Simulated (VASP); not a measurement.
# Sc (I4/mmm) in VASP: further runs

The runs below take Sc through single point, with LDA.

Everything below comes from runs of VASP 6.6.1. Logs are shortened: lines on timing, memory, paths and dates and some standing lists are left out, and cuts for length are marked.

## Step 1: The cell of the first run

Symmetry: I4/mmm, No. 139, tetragonal system. The conventional cell has a = 3.022 Å, b = 3.022 Å, c = 5.128 Å, α = 90.00°, β = 90.00°, γ = 90.00°. Within 4.0 Å of Sc (site symmetry 4/mmm) lie 12 Sc at 3.02 to 3.34 Å.

## Step 2: Single point, LDA

INCAR reads:

```
SYSTEM = Sc
ALGO = Fast
EDIFF = 1E-6
ENCUT = 520
GGA = CA
ISIF = 2
ISMEAR = 0
LASPH = .True.
LCHARG = .True.
LELF = .True.
LREAL = .False.
LVHAR = .True.
LWAVE = .False.
NBANDS = 12
NELM = 80
PREC = Accurate
SIGMA = 0.15
```

KPOINTS reads:

```
k-points
0
Gamma
  20 20 20
  0 0 0
```

POSCAR reads:

```
Sc
1.0
    0.0000000000      2.1366223036      2.5639467643
    2.1366223036      0.0000000000      2.5639467643
    2.1366223036      2.1366223036      0.0000000000
Sc
1
Direct
    0.0000000000      0.0000000000      0.0000000000
```

Potentials or basis: VASP PAW LDA potentials, release 64 (Sc_sv).

Started as:

```
> cat potpaw_LDA.64/Sc_sv/POTCAR > POTCAR
> mpirun -np 1 vasp_std > vasp.out
```

OUTCAR:

```text
SYSTEM = Sc
   EDIFF = 1E-6
   ENCUT = 520
   GGA = CA
   ISIF = 2
   ISMEAR = 0
   LASPH = .True.
   LREAL = .False.
   NELM = 80
   PREC = Accurate

 ion  position               nearest neighbor table
   1  0.000  0.000  0.000-

  LATTYP: Found a body centered tetragonal cell.
 ALAT       =     3.0216402394
 C/A-ratio  =     1.6970562748

  Lattice vectors:

 A1 = (  -2.1366223036,   0.0000000000,   2.5639467643)
 A2 = (   2.1366223036,   0.0000000000,   2.5639467643)
 A3 = (   0.0000000000,   2.1366223036,  -2.5639467643)

Analysis of symmetry for initial positions (statically):
=====================================================================
 Subroutine PRICEL returns:
 Original cell was already a primitive cell.

 Routine SETGRP: Setting up the symmetry group for a
 body centered tetragonal supercell.

 Subroutine GETGRP returns: Found 16 space group operations
 (whereof 16 operations were pure point group operations)
 out of a pool of 16 trial point group operations.

The static configuration has the point symmetry D_4h.

Analysis of symmetry for dynamics (positions and initial velocities):
=====================================================================
 Subroutine PRICEL returns:
 Original cell was already a primitive cell.

 Routine SETGRP: Setting up the symmetry group for a
 body centered tetragonal supercell.

 Subroutine GETGRP returns: Found 16 space group operations
 (whereof 16 operations were pure point group operations)
 out of a pool of 16 trial point group operations.

The dynamic configuration has the point symmetry D_4h.

 Subroutine INISYM returns: Found 16 space group operations
 (whereof 16 operations are pure point group operations),
 and found     1 'primitive' translations

----------------------------------------------------------------------------------------

                                     Primitive cell

  volume of cell :      23.4096

  direct lattice vectors                    reciprocal lattice vectors
     0.000000000  2.136622304  2.563946764    -0.234014219  0.234014219  0.195011849
     2.136622304  0.000000000  2.563946764     0.234014219 -0.234014219  0.195011849
     2.136622304  2.136622304  0.000000000     0.234014219  0.234014219 -0.195011849

  length of vectors
     3.337510731  3.337510731  3.021640239     0.384128795  0.384128795  0.384128795

  position of ions in fractional coordinates (direct lattice)
     0.000000000  0.000000000  0.000000000

  ion indices of the primitive-cell ions
   primitive index   ion index
                 1           1

----------------------------------------------------------------------------------------

 KPOINTS: k-points

Automatic generation of k-mesh.
 Grid dimensions read from file:
 generate k-points for:   20   20   20

 Generating k-lattice:

  Cartesian coordinates                     Fractional coordinates (reciprocal lattice)
    -0.011700711  0.011700711  0.009750592     0.050000000 -0.000000000  0.000000000
     0.011700711 -0.011700711  0.009750592    -0.000000000  0.050000000  0.000000000
     0.011700711  0.011700711 -0.009750592     0.000000000  0.000000000  0.050000000

  Length of vectors
     0.019206440  0.019206440  0.019206440

  Shift w.r.t. Gamma in fractional coordinates (k-lattice)
     0.000000000  0.000000000  0.000000000

 Subroutine IBZKPT returns following result:
 ===========================================

 Found    641 irreducible k-points:

 Following reciprocal coordinates:
            Coordinates               Weight
  0.000000  0.000000  0.000000      1.000000
  0.050000 -0.000000  0.000000      8.000000
  0.100000  0.000000  0.000000      8.000000
  0.150000  0.000000  0.000000      8.000000
  0.200000  0.000000  0.000000      8.000000
  0.250000  0.000000  0.000000      8.000000
[... 16 lines left out ...]
 -0.400000  0.050000  0.000000      8.000000
 -0.350000  0.050000  0.000000      8.000000
 [... further k-points ...]
   k-points           NKPTS =    641   k-points in BZ     NKDIM =    641   number of bands    NBANDS=     12
   number of dos      NEDOS =    301   number of ions     NIONS =      1
   total plane-waves  NPLWV =  18816
   dimension x,y,z NGX =    28 NGY =   28 NGZ =   24
   dimension x,y,z NGXF=    56 NGYF=   56 NGZF=   48
   ions per type =               1
   NGX,Y,Z   is equivalent  to a cutoff of  13.95, 13.95, 13.20 a.u.
   NGXF,Y,Z  is equivalent  to a cutoff of  27.89, 27.89, 26.41 a.u.
 SYSTEM =  Sc
   PREC   = accura    normal or accurate (medium, high low for compatibility)
   ISTART =      0    job   : 0-new  1-cont  2-samecut
   ICHARG =      2    charge: 1-file 2-atom 10-const
   ISPIN  =      1    spin polarized calculation?
   LNONCOLLINEAR =      F non collinear calculations
   LSORBIT =      F    spin-orbit coupling
   LASPH  =      T    aspherical Exc in radial PAW
   ENCUT  =  520.0 eV  38.22 Ry    6.18 a.u.   6.21  6.21  5.62*2*pi/ulx,y,z
   NELM   =     80;   NELMIN=  2; NELMDL= -5     # of ELM steps
   EDIFF  = 0.1E-05   stopping-criterion for ELM
   LREAL  =      F    real-space projection
   EDIFFG = 0.1E-04   stopping-criterion for IOM
   NSW    =      0    number of steps for IOM
   IBRION =     -1    ionic relax: 0-MD 1-quasi-New 2-CG
   NFREE  =      0    steps in history (QN), initial steepest desc. (CG)
   ISIF   =      2    stress and relaxation
   ISYM   =      2    0-nonsym 1-usesym 2-fastsym
   POTIM  = 0.5000    time-step for ionic-motion
   TEBEG  =    0.0;   TEEND  =   0.0 temperature during run
   PSTRESS=    0.0 pullay stress
   NELECT =      11.0000    total number of electrons
   NUPDOWN=      -1.0000    fix difference up-down
   EMIN   =  10.00;   EMAX   =-10.00  energy-range for DOS
   EFERMI =   0.00;   METHOD = LEGACY
   ISMEAR =     0;   SIGMA  =   0.15  broadening in eV -4-tet -1-fermi 0-gaus
   EFERMI_NEDOS =   21; number of points for ismear=-14 and -15
   IALGO  =     68    algorithm
   IMIX   =      4    mixing-type and parameters
     AMIX     =   0.40;   BMIX     =  1.00
     AMIX_MAG =   1.60;   BMIX_MAG =  1.00
  volume/ion in A,a.u.               =      23.41       157.98
  Fermi-wavevector in a.u.,A,eV,Ry     =   1.272744  2.405136 22.039751  1.619876
  Thomas-Fermi vector in A             =   2.405605
   LORBIT       =      0    0 simple, 1 ext, 2 COOP (PROOUT), +10 PAW based schemes
   GGA     = CA    functional components
   LHFCALC =     F    Hartree Fock is set to
   AEXX    =    0.0000 exact exchange contribution
   IVDW    =     0    specifies the selected vdW correction
   LEPSILON=     F    determine dielectric tensor
   LRPA    =     F    only Hartree local field effects (RPA)
 non-spin polarized calculation
 RMM-DIIS sequential band-by-band and
 Gauss-broadening in eV      SIGMA  =   0.15
  energy-cutoff  :      520.00
  volume of cell :       23.41
 maximum number of plane-waves:       648
 NGX is ok and might be reduce to    28

 number of electron      11.0000000 magnetization

 Free energy of the ion-electron system (eV)
  ---------------------------------------------------
  ext. energy  EPLUGINS =         0.00000000
  ---------------------------------------------------
  free energy    TOTEN  =        -6.62795119 eV

  energy without entropy =       -6.60554805  energy(sigma->0) =       -6.61674962

 E-fermi :   3.8182     XC(G=0): -10.3524

 val. band max:        3.8150740935   @ k =  -0.4000   0.3500   0.2500
 cond. band min:       3.8198503937   @ k =  -0.3000   0.3500   0.1000
 fundamental gap:      0.0047763002
 Fermi energy:         3.8181641211

 k-point     1 :       0.0000    0.0000    0.0000
  band No.  band energies     occupation
      1     -44.9217      2.00000
      2     -23.6349      2.00000
      3     -23.6204      2.00000
      4     -23.6204      2.00000
      5      -1.3928      2.00000
      6       4.5693      0.00000
      7       5.8879      0.00000
      8       5.9675      0.00000
      9       5.9675      0.00000
     10       7.5298      0.00000
     11      17.1499      0.00000
     12      18.2435      0.00000

 k-point     2 :       0.0500   -0.0000    0.0000
  band No.  band energies     occupation
      1     -44.9196      2.00000
      2     -23.6401      2.00000
      3     -23.6312      2.00000
      4     -23.6205      2.00000
      5      -1.3249      2.00000
      6       4.5878      0.00000
      7       5.8689      0.00000
      8       5.9375      0.00000
      9       5.9920      0.00000
     10       7.4966      0.00000
     11      17.2024      0.00000
     12      18.2276      0.00000

 k-point     3 :       0.1000    0.0000    0.0000
  band No.  band energies     occupation
      1     -44.9135      2.00000
      2     -23.6759      2.00000
      3     -23.6420      2.00000
      4     -23.6208      2.00000
      5      -1.1242      2.00000
      6       4.6321      0.00000
      7       5.7038      0.00000
      8       5.9805      0.00000
      9       6.0613      0.00000
     10       7.4051      0.00000
     11      17.2885      0.00000
     12      18.0483      0.00000
[... 286 lines left out ...]
 k-point    23 :      -0.4000    0.0500    0.0000
  band No.  band energies     occupation
      1     -44.8393      2.00000
      2     -24.1378      2.00000
      3     -23.7267      2.00000
      4     -23.6224      2.00000
      5       1.8707      2.00000
      6       4.1728      0.00083
      7       4.7046      0.00000
      8       6.0014      0.00000
      9       7.4717      0.00000
     10       7.9463      0.00000
     11      11.5538      0.00000
     12      15.1493      0.00000

 k-point    24 :      -0.3500    0.0500    0.0000
  band No.  band energies     occupation
      1     -44.8467      2.00000
      2     -24.0957      2.00000
      3     -23.7157      2.00000
      4     -23.6204      2.00000
      5       1.5043      2.00000
      6       4.1511      0.00170
      7       4.7961      0.00000
      8       6.0830      0.00000
      9       7.3105      0.00000
     10       7.6716      0.00000
     11      12.2951      0.00000
     12      15.5238      0.00000

 [... further k-points ...]

------------------------ aborting loop because EDIFF is reached ----------------------------------------

  FORCE on cell =-STRESS in cart. coord.  units (eV):
  Direction    XX          YY          ZZ          XY          YZ          ZX
  --------------------------------------------------------------------------------------
  -------------------------------------------------------------------------------------
  Total       -0.0252088     -0.0252088     -1.0489324      0.0000000     -0.0000000      0.0000000
  in kB       -1.7253149     -1.7253149    -71.7899362      0.0000000     -0.0000000      0.0000000
  external PRESSURE =     -25.0801887 kB  Pullay stress =       0.0000000 kB

 VOLUME and BASIS-vectors are now :
 -----------------------------------------------------------------------------
  energy-cutoff  :      520.00
  volume of cell :       23.41
      direct lattice vectors                 reciprocal lattice vectors
     0.000000000  2.136622304  2.563946764    -0.234014219  0.234014219  0.195011849
     2.136622304  0.000000000  2.563946764     0.234014219 -0.234014219  0.195011849
     2.136622304  2.136622304  0.000000000     0.234014219  0.234014219 -0.195011849

 POSITION                                       TOTAL-FORCE (eV/Angst)
 -----------------------------------------------------------------------------------
      0.00000      0.00000      0.00000         0.000000      0.000000     -0.000000
 -----------------------------------------------------------------------------------
    total drift:                                0.000000     -0.000000     -0.000000

  FREE ENERGIE OF THE ION-ELECTRON SYSTEM (eV)
  ---------------------------------------------------
  free  energy   TOTEN  =        -6.6279511901 eV

  energy  without entropy=       -6.6055480485  energy(sigma->0) =       -6.61674962
```

Run time: 86 s. Hardware: 1 thread of Intel Xeon 6975P-C (Granite Rapids), shared host; peak memory 0.27 GiB.

Results:

```yaml
Free_energy: -6.6280 eV
Pressure: -2.5 GPa
```

Levels at points of the mesh, in eV from the Fermi level:
| k point | band 1 | band 2 | band 3 | band 4 | band 5 | band 6 | band 7 | band 8 | band 9 | band 10 |
| --- | --- | --- | --- | --- | --- | --- | --- | --- | --- | --- |
| (0.00, 0.00, 0.00) | -48.74 | -27.45 | -27.44 | -27.44 | -5.21 | 0.75 | 2.07 | 2.15 | 2.15 | 3.71 |
| (0.50, 0.00, 0.00) | -48.65 | -27.98 | -27.55 | -27.44 | -1.80 | 0.51 | 0.84 | 2.12 | 3.80 | 4.15 |
| (0.50, 0.50, 0.00) | -48.67 | -27.84 | -27.53 | -27.53 | -1.85 | -0.57 | 0.65 | 4.13 | 4.19 | 4.19 |
| (0.50, 0.00, 0.50) | -48.60 | -27.95 | -27.79 | -27.55 | -1.59 | -0.67 | 3.17 | 3.63 | 3.75 | 4.78 |

## Step 3: Single point, LDA

This run uses another cell than the first one, of the same volume but with other edges.

INCAR reads:

```
SYSTEM = Sc
PREC     = Accurate       ! precision mode
ENCUT    = 520            ! plane-wave cutoff, eV
EDIFF    = 1E-6           ! SCF threshold, eV
ISMEAR   = 0              ! smearing method
SIGMA    = 0.15           ! smearing width, eV
LREAL    = .FALSE.        ! projectors in reciprocal space
LASPH    = .TRUE.         ! aspherical terms in the spheres
NELM     = 60             ! most SCF steps
ALGO     = Fast           ! electronic algorithm
ISIF     = 2              ! what is computed and relaxed
LWAVE    = .FALSE.        ! write WAVECAR
LCHARG   = .FALSE.        ! write CHGCAR
GGA      = CA             ! functional
NBANDS   = 12             ! bands
```

KPOINTS reads:

```
Automatic mesh
0
G
  20 20 20
  0 0 0
```

POSCAR reads:

```
Sc
1.0
    0.0000000000      2.0803690726      2.7044797944
    2.0803690726      0.0000000000      2.7044797944
    2.0803690726      2.0803690726      0.0000000000
Sc
1
Direct
    0.0000000000      0.0000000000      0.0000000000
```

Potentials or basis: VASP PAW LDA potentials, release 64 (Sc_sv).

Started as:

```
> cat potpaw_LDA.64/Sc_sv/POTCAR > POTCAR
> mpirun -np 1 vasp_std > vasp.out
```

It took 86 s on 1 thread of Intel Xeon 6975P-C (Granite Rapids), shared host; peak memory 0.27 GiB.

The run converged. Its results:

* Free energy: -6.5608 eV
* Pressure: -2.5 GPa

Stress tensor (GPa, compression positive):
```
 0.91  0.00  0.00
 0.00  0.91  0.00
 0.00  0.00 -9.29
```

Levels at points of the mesh, in eV from the Fermi level:
```
           k point  band 2  band 3  band 4  band 5  band 6  band 7  band 8  band 9
(0.00, 0.00, 0.00)  -27.49  -27.44  -27.44   -5.16    0.41    1.56    2.46    2.46
(0.50, 0.00, 0.00)  -28.06  -27.57  -27.42   -1.73    0.60    0.62    2.35    3.79
(0.50, 0.50, 0.00)  -27.83  -27.50  -27.50   -1.97   -0.56    0.15    4.14    4.14
(0.50, 0.00, 0.50)  -28.01  -27.89  -27.53   -1.61   -0.54    3.25    3.58    3.69
```
